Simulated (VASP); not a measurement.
Input of a VASP 6.6.1 run:

Contents of INCAR:

```
ALGO = Normal
EDIFF = 1E-6
ENCUT = 520
GGA = PE
ISIF = 2
ISMEAR = 0
IVDW = 12
LASPH = True
LCHARG = False
LREAL = False
LWAVE = False
NBANDS = 8
NELM = 60
PREC = Accurate
SIGMA = 0.15
```

File KPOINTS:

```
k-points
0
Gamma
  18 18 18
```

Contents of POSCAR:

```
Sb
1.0
    0.0000000000      2.4068111594      2.3712425216
    2.3712425216      0.0000000000      2.3712425216
    2.3712425216      2.4068111594      0.0000000000
Sb
1
Direct
    0.0000000000      0.0000000000      0.0000000000
```

Potentials or basis: VASP PAW PBE potentials, release 64 (Sb).

Command:

```console
$ cat potpaw_PBE.64/Sb/POTCAR > POTCAR
$ mpirun -np 1 vasp_std > vasp.out
```

What does it give for the pressure?

-2.3 GPa.

Estimate the dispersion energy per atom.

-0.522 eV.

Stress tensor (GPa, compression positive):
```
-2.38  0.00  0.00
 0.00 -2.10  0.00
 0.00  0.00 -2.38
```

Caveat: the cell differs from its parent crystal (strain +0.0150 x Voigt [0, 1, 0, 0, 0, 0]); pairwise dispersion overbinds metals, which lowers pressure and volume.
